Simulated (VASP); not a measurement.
Set up this calculation in VASP 6.6.1, as the native input.

| Item | Value |
| --- | --- |
| Task | single point |
| Functional | LDA |
| Potentials or basis | VASP PAW LDA potentials, release 64 (B, As) |
| Cutoff | 500 eV |
| k mesh | 10 × 10 × 10 |
| Occupations | gaussian, width 0.02 eV |
| Spin | no spin polarisation |
| Dipole correction | no |
| Further INCAR settings | ALGO = Normal; EDIFF = 1e-06; NBANDS = 11 |

The structure of BAs (l.bA) lies in POSCAR:

```
BAs
1.0
    0.0000000000      2.3659693683      2.3659693683
    2.3659693683      0.0000000000      2.3659693683
    2.3659693683      2.3659693683      0.0000000000
B As
1 1
Direct
    0.0000000000      0.0000000000      0.0000000000
    0.2500000000      0.2500000000      0.2500000000
```

One way to write it, as run:

INCAR

```
SYSTEM = BAs
  PREC = Accurate
  ENCUT = 500
  EDIFF = 1E-6
  ISMEAR = 0
  SIGMA = 0.02
  LREAL = .False.
  LASPH = .True.
  NELM = 120
  ALGO = Normal
  ISIF = 2
  LWAVE = .False.
  LCHARG = .False.
  GGA = CA
  NBANDS = 11
  GGA_COMPAT = .False.
```

KPOINTS

```
Automatic mesh
0
Gamma
  10 10 10
  0 0 0
```

Potentials or basis: VASP PAW LDA potentials, release 64 (B, As).

The run is started by

```bash
$ cat potpaw_LDA.64/B/POTCAR potpaw_LDA.64/As/POTCAR > POTCAR
$ mpirun -np 1 vasp_std > vasp.out
```

It gave:

The pressure is 1.0 GPa. The band gap on the k mesh is 1.10 eV, indirect (least direct gap 3.29 eV).

It took 11 s on 1 thread of Intel Xeon 8259CL, on a shared host, peak memory 0.13 GiB.
